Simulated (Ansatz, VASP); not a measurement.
CaH8 in VASP and in Ansatz

```xyz
9
Lattice="0.0000 3.5411 3.5411 3.5411 0.0000 3.5411 3.5411 3.5411 0.0000" Properties=species:S:1:pos:R:3 pbc="T T T"
Ca    3.5411    3.5411    3.5411
H     4.8214    4.8214    4.8214
H     5.8019    5.8019    4.8214
H     5.8019    4.8214    5.8019
H     4.8214    5.8019    5.8019
H     1.2803    1.2803    2.2608
H     2.2608    2.2608    2.2608
H     1.2803    2.2608    1.2803
H     2.2608    1.2803    1.2803
```

Alike in both runs: task relaxation of cell and atoms; functional PBE; k mesh 10 × 10 × 10; occupations gaussian, width 0.1 eV; no spin polarisation.

|  | VASP | Ansatz |
| --- | --- | --- |
| version | VASP 6.6.1 | Ansatz 0.2.0 |
| potentials or method | VASP PAW PBE potentials, release 64 (Ca_sv, H), cutoff 600 eV | scalar-relativistic, plane waves, PAW |
| valence electrons in the cell | 18 | 18 |

Ansatz gave:

* gap on the k mesh at the Fermi level, each at its own relaxed structure (eV): none
* relaxed volume (Å³/atom): 9.91
* relaxed length of the cell vector where the two differ most in proportion (Å): 5.016

Q: Which values does VASP return?

A: gap on the k mesh at the Fermi level, each at its own relaxed structure (eV): none; relaxed volume (Å³/atom): 9.88; relaxed length of the cell vector where the two differ most in proportion (Å): 5.010.

A gap of «none» marks a metal or a gap that the smearing closes.
